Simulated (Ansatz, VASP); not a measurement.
**ZrB2 in VASP and in Ansatz**

```
CELL_PARAMETERS angstrom
3.22830 0.00000 0.00000
-1.61415 2.79579 0.00000
0.00000 0.00000 3.52000
ATOMIC_POSITIONS crystal
Zr 0.00000 0.00000 0.00000
B 0.33333 0.66667 0.50000
B 0.66667 0.33333 0.50000
```

Change from the starting cell: equal xx and yy strain of +2 %.

Alike in both runs: task single point; functional PBE; k mesh 12 × 12 × 9; occupations fermi-dirac, width 0.05 eV; no spin polarisation.

```csv
,VASP,Ansatz
version,VASP 6.6.1,Ansatz 0.2.0
potentials or method,"VASP PAW PBE potentials, release 64 (Zr_sv, B), cutoff 520 eV","all-electron LAPW, scalar-relativistic"
```

VASP gave:

| Property | Result |
| --- | --- |
| pressure (GPa) | -6.8 |
| traceless stress, the component that is largest in VASP (GPa) | 5.75 |

Problem. Which values does Ansatz return?

Solution. Pressure (GPa): -6.9; traceless stress, the component that is largest in VASP (GPa): 5.75.

Ansatz ran all-electron here, and VASP with PAW potentials.
